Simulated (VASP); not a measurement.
Runs of VASP 6.6.1 on BeS. The structure is that of space group F-43m (No. 216), or close to it. The cells are those of the table. 

```csv
task,cell,cutoff (eV),smearing,gap on the mesh (eV),pressure (GPa)
relaxation of cell and atoms,"relaxed to 12 GPa from a = 3.448 Å, angles 60.0°, 2 atoms",600,gaussian 0.01 eV,2.89,12.0
single point,"a = 3.515 Å, angles 60.0°, 2 atoms",520,gaussian 0.02 eV,3.26,(c)
single point,"a = 3.238 Å, angles 60.0°, 2 atoms",520,gaussian 0.01 eV,(a),24.9
single point,"a = 3.482 Å, angles 60.0°, 2 atoms",520,gaussian 0.02 eV,3.21,-2.6
single point,"a = 3.448 Å, angles 60.0°, 2 atoms",520,gaussian 0.01 eV,3.15,0.0
single point,"a = 3.448 Å, angles 60.0°, 2 atoms",600,gaussian 0.05 eV,3.15,0.1
single point,"a = 3.329 Å, angles 60.0°, 2 atoms",520,gaussian 0.01 eV,2.89,12.0
single point,"a = 3.413 Å, angles 60.0°, 2 atoms",520,gaussian 0.02 eV,(b),3.0
relaxation of cell and atoms,"relaxed from a = 3.429 Å, angles 60.0°, 2 atoms",600,gaussian 0.02 eV,3.15,0.0
single point,"a = 3.377 Å, angles 60.0°, 2 atoms",520,gaussian 0.02 eV,3.00,(d)
```

Alike in all rows: level PBE; potentials or basis VASP PAW PBE potentials, release 64 (Be, S); no spin polarisation; k mesh 8 × 8 × 8.

Q: Estimate the missing entries.

A: (a) 2.65; (b) 3.08; (c) -4.8; (d) 6.5.

Caveats: the cell is relaxed towards a set pressure, so the enthalpy falls and the energy may rise (some runs).

A k mesh can miss the band edges.
